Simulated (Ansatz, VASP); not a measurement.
## Mo: VASP beside Ansatz

```
CELL_PARAMETERS angstrom
2.77299 0.00000 0.00000
-1.38649 2.40148 0.00000
0.00000 0.00000 2.48658
ATOMIC_POSITIONS crystal
Mo 0.00000 0.00000 0.50000
```

Alike in both runs: task single point; functional LDA; k mesh 24 × 24 × 20; occupations gaussian, width 0.15 eV; no spin polarisation.

```csv
,VASP,Ansatz
version,VASP 6.6.1,Ansatz 0.2.0
potentials or method,"VASP PAW LDA potentials, release 64 (Mo_sv), cutoff 520 eV","scalar-relativistic, plane waves, PAW"
valence electrons in the cell,14,14
```

|  | VASP | Ansatz | Ansatz less VASP |
| --- | --- | --- | --- |
| gap on the k mesh at the Fermi level (eV) | none | none | - |
| pressure (GPa) | -7.5 | -8.5 | -0.97 |
| traceless stress, the component that is largest in VASP (GPa) | 1.36 | 1.05 | -0.308 |

LDA's correlation is that of Perdew and Zunger in VASP and of Perdew and Wang (1992) in Ansatz. A gap of «none» marks a metal or a gap that the smearing closes.
